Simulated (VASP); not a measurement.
Wanted: the native input for a VASP 6.6.1 run.

- Task: single point
- Functional: PBE
- Potentials or basis: VASP PAW PBE potentials, release 64 (Ti_sv, C)
- Cutoff: 520 eV
- k mesh: 9 × 7 × 1
- Occupations: gaussian, width 0.1 eV
- Spin: no spin polarisation
- Dipole correction: yes
- Further INCAR settings: ALGO = Normal; EDIFF = 1e-06; NBANDS = 34

The structure of Ti4C lies in POSCAR:

```
Ti4C
1.0
    2.9076478547      0.0000000000      0.0000000000
    0.0000000000      4.1120350307      0.0000000000
    0.0000000000      0.0000000000     19.6538060989
Ti C
4 1
Direct
    0.5000000000      0.5000000000      0.2035229197
    0.0000000000      0.0000000000      0.2774945423
    0.5000000000      0.5000000000      0.3439527020
    0.0000000000      0.0000000000      0.4148716059
    0.0000000000      0.5000000000      0.4147882680
```

These files were run (other wordings do the same):

INCAR

```
PREC = Accurate ; ENCUT = 520
EDIFF = 1E-6 ; ISMEAR = 0
SIGMA = 0.1 ; LREAL = False
LASPH = True ; NELM = 100
ALGO = Normal ; ISIF = 2
LWAVE = False ; LCHARG = False
LDIPOL = True ; IDIPOL = 3
DIPOL = 0.5 0.5 0.331 ; GGA = PE
NBANDS = 34
```

KPOINTS

```
Automatic mesh
0
Gamma
  9 7 1
```

Potentials or basis: VASP PAW PBE potentials, release 64 (Ti_sv, C).

Run with:

```console
$ cat potpaw_PBE.64/Ti_sv/POTCAR potpaw_PBE.64/C/POTCAR > POTCAR
$ mpirun -np 1 vasp_std > vasp.out
```

Results of the run:

```yaml
Largest_force: 1.748 eV/Å
Band_gap_on_the_k_mesh: zero (band 26 reaches 0.43 eV, above the bottom of band 27 at 0.22 eV)
```

Wall time 4.1 min on 1 thread of Intel(R) Xeon(R) 6975P-C (Granite Rapids) (shared host), peak memory 0.38 GiB.
